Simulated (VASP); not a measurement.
# Sn (Immm) in VASP: settings compared

Sn is run at these levels: B3LYP, PBE; tasks: single point.

All numbers are computed with VASP 6.6.1; they aren't measurements. Logs are shortened: lines on timing, memory, paths and dates and some standing lists are left out, and cuts for length are marked.

## (1) The cell of the first run

It takes space group Immm (No. 71, orthorhombic). Conventional cell: a = 3.453 Å, b = 3.551 Å, c = 4.677 Å, α = 90.00°, β = 90.00°, γ = 90.00°. Sn (site symmetry mmm) has 14 Sn at 3.41 to 4.68 Å within 4.7 Å.

## (2) Single point, B3LYP

POSCAR reads:

```
Sn
1.0
   -1.7265390000      1.7755470000      2.3383420000
    1.7265390000     -1.7755470000      2.3383420000
    1.7265390000      1.7755470000     -2.3383420000
Sn
1
Direct
    0.0000000000      0.0000000000      0.0000000000
```

INCAR.step1 reads:

```
SYSTEM = Sn
PREC = Accurate
ENCUT = 400
EDIFF = 1E-5
ISMEAR = -1
SIGMA = 0.05
LREAL = .False.
LASPH = .True.
NELM = 120
ALGO = Normal
ISIF = 2
LWAVE = .True.
LCHARG = .False.
GGA = PE
NBANDS = 13
GGA_COMPAT = .False.
```

INCAR.step2 reads:

```
SYSTEM = Sn
PREC = Accurate
ENCUT = 400
EDIFF = 1E-6
ISMEAR = -1
SIGMA = 0.05
LREAL = .False.
LASPH = .True.
NELM = 120
ALGO = Normal
ISIF = 2
LWAVE = .False.
LCHARG = .False.
GGA = B3
LHFCALC = .True.
AEXX = 0.2
AGGAX = 0.72
AGGAC = 0.81
ALDAC = 0.19
PRECFOCK = Normal
ISTART = 1
NBANDS = 13
GGA_COMPAT = .False.
```

KPOINTS reads:

```
Automatic mesh
0
Gamma
  6 6 6
  0 0 0
```

Potentials or basis: VASP PAW PBE potentials, release 64 (Sn_d).

Command:

```sh
> cat potpaw_PBE.64/Sn_d/POTCAR > POTCAR
> cp INCAR.step1 INCAR
> mpirun -np 1 vasp_std > vasp.out
> cp INCAR.step2 INCAR
> mpirun -np 1 vasp_std > vasp.out
```

OUTCAR:

```text
SYSTEM = Sn
   PREC = Accurate
   ENCUT = 400
   EDIFF = 1E-6
   ISMEAR = -1
   LREAL = .False.
   LASPH = .True.
   NELM = 120
   ISIF = 2
   GGA = B3
   LHFCALC = .True.
   AEXX = 0.2
   PRECFOCK = Normal
   ISTART = 1

 ion  position               nearest neighbor table
   1  0.000  0.000  0.000-

  LATTYP: Found a body centered orthorhombic cell.
 ALAT       =     3.4530780000
 B/A-ratio  =     1.0283851103
 C/A-ratio  =     1.3543522620

  Lattice vectors:

 A1 = (  -1.7265390000,   1.7755470000,   2.3383420000)
 A2 = (   1.7265390000,  -1.7755470000,   2.3383420000)
 A3 = (   1.7265390000,   1.7755470000,  -2.3383420000)

Analysis of symmetry for initial positions (statically):
=====================================================================
 Subroutine PRICEL returns:
 Original cell was already a primitive cell.

 Routine SETGRP: Setting up the symmetry group for a
 body centered orthorhombic supercell.

 Subroutine GETGRP returns: Found  8 space group operations
 (whereof  8 operations were pure point group operations)
 out of a pool of  8 trial point group operations.

The static configuration has the point symmetry D_2h.

Analysis of symmetry for dynamics (positions and initial velocities):
=====================================================================
 Subroutine PRICEL returns:
 Original cell was already a primitive cell.

 Routine SETGRP: Setting up the symmetry group for a
 body centered orthorhombic supercell.

 Subroutine GETGRP returns: Found  8 space group operations
 (whereof  8 operations were pure point group operations)
 out of a pool of  8 trial point group operations.

The dynamic configuration has the point symmetry D_2h.

 Subroutine INISYM returns: Found  8 space group operations
 (whereof  8 operations are pure point group operations),
 and found     1 'primitive' translations

----------------------------------------------------------------------------------------

                                     Primitive cell

  volume of cell :      28.6732

  direct lattice vectors                    reciprocal lattice vectors
    -1.726539000  1.775547000  2.338342000     0.000000000  0.281603359  0.213826720
     1.726539000 -1.775547000  2.338342000     0.289596702  0.000000000  0.213826720
     1.726539000  1.775547000 -2.338342000     0.289596702  0.281603359  0.000000000

  length of vectors
[... 95 lines left out ...]
   ISMEAR =    -1;   SIGMA  =   0.05  broadening in eV -4-tet -1-fermi 0-gaus
   EFERMI_NEDOS =   21; number of points for ismear=-14 and -15
   IALGO  =     38    algorithm
   IMIX   =      1    mixing-type and parameters
     AMIX     =   0.40;   BMIX     =  1.00
     AMIX_MAG =   1.60;   BMIX_MAG =  1.00
  volume/ion in A,a.u.               =      28.67       193.50
  Fermi-wavevector in a.u.,A,eV,Ry     =   1.289116  2.436076 22.610433  1.661820
  Thomas-Fermi vector in A             =   2.421028
   LORBIT       =      0    0 simple, 1 ext, 2 COOP (PROOUT), +10 PAW based schemes
   GGA     = B3    functional components
   LHFCALC =     T    Hartree Fock is set to
   PRECFOCK=normal    Normal, Fast or Accurate (Low or Medium for compatibility)
   ENCUT4O =  -1.0   cutoff for four orbital integrals eV
   NKREDX  =     1    reduce k-point grid by
   NKREDY  =     1    reduce k-point grid by
   NKREDZ  =     1    reduce k-point grid by
   AEXX    =    0.2000 exact exchange contribution
   HFSCREEN=    0.0000 screening length (either q_TF or 0.3 A-1)
   HFSCREENC=   0.0000 screening length for correlation (either q_TF or 0.3 A-1)
   ENCUTFOCK=  -1.0 apply spherical cutoff to Coloumb kernel
   IVDW    =     0    specifies the selected vdW correction
   LEPSILON=     F    determine dielectric tensor
   LRPA    =     F    only Hartree local field effects (RPA)
 non-spin polarized calculation
  energy-cutoff  :      400.00
  volume of cell :       28.67
 maximum number of plane-waves:       535
 NGX is ok and might be reduce to    24
  NGX = 18; NGY = 18; NGZ = 18

 number of electron      13.9999998 magnetization

 Free energy of the ion-electron system (eV)
  ---------------------------------------------------
  ext. energy  EPLUGINS =         0.00000000
  ---------------------------------------------------
  free energy    TOTEN  =        -3.74422480 eV

  energy without entropy =       -3.74153020  energy(sigma->0) =       -3.74287750

 E-fermi :   7.9206     XC(G=0):  -8.0154

 val. band max:        7.8949667612   @ k =   0.5000   0.3333  -0.0000
 cond. band min:       8.2417324532   @ k =  -0.3333   0.3333   0.0000
 fundamental gap:      0.3467656920
 Fermi energy:         7.9206012546

 k-point     1 :       0.0000    0.0000    0.0000
  band No.  band energies     occupation
      1     -16.0027      2.00000
      2     -15.9906      2.00000
      3     -15.9675      2.00000
      4     -15.9361      2.00000
      5     -15.8998      2.00000
      6      -4.4666      2.00000
      7      15.5346      0.00000
      8      15.6904      0.00000
      9      16.1132      0.00000
     10      19.5578      0.00000
     11      19.8757      0.00000
     12      20.4442      0.00000
     13      20.5711      0.00000
[... 354 lines left out ...]
  band No.  band energies     occupation
      1     -15.9886      2.00000
      2     -15.9611      2.00000
      3     -15.9093      2.00000
      4     -15.9031      2.00000
      5     -15.8565      2.00000
      6       1.2782      2.00000
      7       4.3112      2.00000
      8       7.3762      1.99996
      9       9.6445      0.00000
     10      18.9833      0.00000
     11      20.9687      0.00000
     12      23.7075      0.00000
     13      24.2251      0.00000

 [... further k-points ...]

------------------------ aborting loop because EDIFF is reached ----------------------------------------

  FORCE on cell =-STRESS in cart. coord.  units (eV):
  Direction    XX          YY          ZZ          XY          YZ          ZX
  --------------------------------------------------------------------------------------
  -------------------------------------------------------------------------------------
  Total        0.2157892      0.8845366      0.2557432      0.0000000      0.0000000      0.0000000
  in kB       12.0576784     49.4253557     14.2901941      0.0000000      0.0000000      0.0000000
  external PRESSURE =      25.2577427 kB  Pullay stress =       0.0000000 kB

 VOLUME and BASIS-vectors are now :
 -----------------------------------------------------------------------------
  energy-cutoff  :      400.00
  volume of cell :       28.67
      direct lattice vectors                 reciprocal lattice vectors
    -1.726539000  1.775547000  2.338342000     0.000000000  0.281603359  0.213826720
     1.726539000 -1.775547000  2.338342000     0.289596702  0.000000000  0.213826720
     1.726539000  1.775547000 -2.338342000     0.289596702  0.281603359  0.000000000

 POSITION                                       TOTAL-FORCE (eV/Angst)
 -----------------------------------------------------------------------------------
      0.00000      0.00000      0.00000         0.000000      0.000000      0.000000
 -----------------------------------------------------------------------------------
    total drift:                                0.000000     -0.000000     -0.000000

  FREE ENERGIE OF THE ION-ELECTRON SYSTEM (eV)
  ---------------------------------------------------
  free  energy   TOTEN  =        -3.7442247973 eV

  energy  without entropy=       -3.7415301964  energy(sigma->0) =       -3.74287750
```

Wall time 31 min (1 thread of Intel Xeon Platinum 8375C at 2.90GHz (Ice Lake), shared host); peak memory 0.15 GiB.

What came out:

```
Free energy            : -3.7442 eV
Pressure               : 2.5 GPa
Band gap on the k mesh : zero (bands 7 and 8 overlap by 10.12 eV)
```

Levels at points of the mesh, in eV from the Fermi level:
```csv
k point,band 5,band 6,band 7,band 8,band 9,band 10
"(0.00, 0.00, 0.00)",-23.82,-12.39,7.61,7.77,8.19,11.64
"(0.50, 0.00, 0.00)",-23.76,-8.12,-5.29,5.73,6.53,10.54
"(0.00, 0.50, 0.00)",-23.77,-7.83,-5.20,5.28,6.22,10.03
"(0.50, 0.50, 0.00)",-23.74,-6.30,-4.41,2.34,2.79,6.31
"(0.50, 0.50, 0.50)",-23.75,-5.42,-3.86,1.41,2.15,5.34
```

Caveat: the k points lie up to 0.38 Å⁻¹ apart, too coarse for converged energies and pressures of a metal; the PAW data sets were made with another functional, which shifts forces and pressure a little; spin-orbit coupling is left out, which moves the levels of the heavy elements.

## (3) Single point, PBE

INCAR reads:

```
PREC = Accurate
ENCUT = 520
EDIFF = 1E-6
ISMEAR = -1
SIGMA = 0.03
LREAL = False
LASPH = True
NELM = 100
ALGO = Fast
ISIF = 2
LWAVE = False
LCHARG = False
GGA = PE
NBANDS = 13
```

KPOINTS reads:

```
Automatic mesh
0
Gamma
  8 8 8
```

POSCAR is that of step 2.

Potentials or basis: VASP PAW PBE potentials, release 64 (Sn_d).

Command:

```sh
> cat potpaw_PBE.64/Sn_d/POTCAR > POTCAR
> mpirun -np 1 vasp_std > vasp.out
```

It took 76 s on 1 thread of AMD EPYC 7R13, shared host; peak memory 0.14 GiB.

Results (log left out):

* Free energy: -3.7970 eV
* Pressure: -1.2 GPa
* Band gap on the k mesh: zero (bands 7 and 8 overlap by 8.57 eV)

Stress tensor (GPa, compression positive):
```
-1.00  0.00  0.00
 0.00 -0.62  0.00
 0.00  0.00 -1.83
```

Levels at points of the mesh, in eV from the Fermi level:
```csv
k point,band 3,band 4,band 5,band 6,band 7,band 8,band 9,band 10,band 11,band 12
"(0.00, 0.00, 0.00)",-21.58,-21.55,-21.52,-10.81,6.98,7.12,7.53,10.56,11.07,11.58
"(0.50, 0.00, 0.00)",-21.59,-21.48,-21.46,-6.89,-4.44,5.20,5.95,9.63,10.04,10.16
"(0.00, 0.50, 0.00)",-21.58,-21.47,-21.47,-6.64,-4.38,4.77,5.64,9.14,9.60,10.00
"(0.50, 0.50, 0.00)",-21.48,-21.47,-21.44,-5.26,-3.62,2.02,2.39,5.47,5.85,19.06
"(0.50, 0.50, 0.50)",-21.48,-21.45,-21.45,-4.50,-3.12,1.17,1.80,4.57,5.40,19.12
```

Caveat: spin-orbit coupling is left out, which moves the levels of the heavy elements.
